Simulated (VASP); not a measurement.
Wanted: the native input for a VASP 6.6.1 run.

```
Task                   : single point
Functional             : PBEsol
Potentials or basis    : VASP PAW PBE potentials, release 64 (Ta_pv, N)
Cutoff                 : 520 eV
k mesh                 : 8 × 8 × 4
Occupations            : gaussian, width 0.02 eV
Spin                   : no spin polarisation
Dipole correction      : no
Further INCAR settings : LREAL = Auto; ALGO = Normal; EDIFF = 1e-06; NBANDS = 72
```

The structure of Ta3N5 lies in POSCAR:

```
Ta3N5
1.0
    1.9695907693     -5.2101786545      0.0000000000
    1.9695907693      5.2101786545      0.0000000000
    0.0000000000      0.0000000000     10.4733994483
Ta N
6 10
Direct
    0.8016573340      0.1983426660      0.2500000000
    0.1983426660      0.8016573340      0.7500000000
    0.8668674254      0.1331325746      0.5583845210
    0.1331325746      0.8668674254      0.0583845210
    0.1331325746      0.8668674254      0.4416154790
    0.8668674254      0.1331325746      0.9416154790
    0.2374428988      0.7625571012      0.2500000000
    0.7625571012      0.2374428988      0.7500000000
    0.9529240256      0.0470759744      0.1176446521
    0.0470759744      0.9529240256      0.6176446521
    0.0470759744      0.9529240256      0.8823553479
    0.9529240256      0.0470759744      0.3823553479
    0.6929322251      0.3070677749      0.0748994511
    0.3070677749      0.6929322251      0.5748994511
    0.3070677749      0.6929322251      0.9251005489
    0.6929322251      0.3070677749      0.4251005489
```

One way to write it, as run:

INCAR

```
ALGO     = Normal         # electronic algorithm
EDIFF    = 1E-6           # SCF threshold, eV
ENCUT    = 520            # plane-wave cutoff, eV
GGA      = PS             # functional
ISIF     = 2              # what is computed and relaxed
ISMEAR   = 0              # smearing method
LASPH    = True           # aspherical terms in the spheres
LCHARG   = True           # write CHGCAR
LELF     = True           # ELF
LREAL    = Auto         
LVHAR    = True         
LWAVE    = False          # write WAVECAR
NBANDS   = 72             # bands
NELM     = 60             # most SCF steps
PREC     = Accurate       # precision mode
SIGMA    = 0.02           # smearing width, eV
```

KPOINTS

```
k-points
0
Gamma
  8 8 4
```

Potentials or basis: VASP PAW PBE potentials, release 64 (Ta_pv, N).

Run with:

```sh
$ cat potpaw_PBE.64/Ta_pv/POTCAR potpaw_PBE.64/N/POTCAR > POTCAR
$ mpirun -np 1 vasp_std > vasp.out
```

Results of the run:

```json
{"Pressure": "-12.4 GPa", "Largest force": "0.047 eV/Å", "Band gap on the k mesh": "1.17 eV (least direct gap 1.38 eV)"}
```

Caveat: the cell stands under tension; the PAW data sets were made with another functional, which shifts forces and pressure a little; spin-orbit coupling is left out, which moves the levels of the heavy elements.

Run time: 60 min on 1 thread of Oxide Virtual Turin-like Processor, on a shared host, peak memory 0.72 GiB.
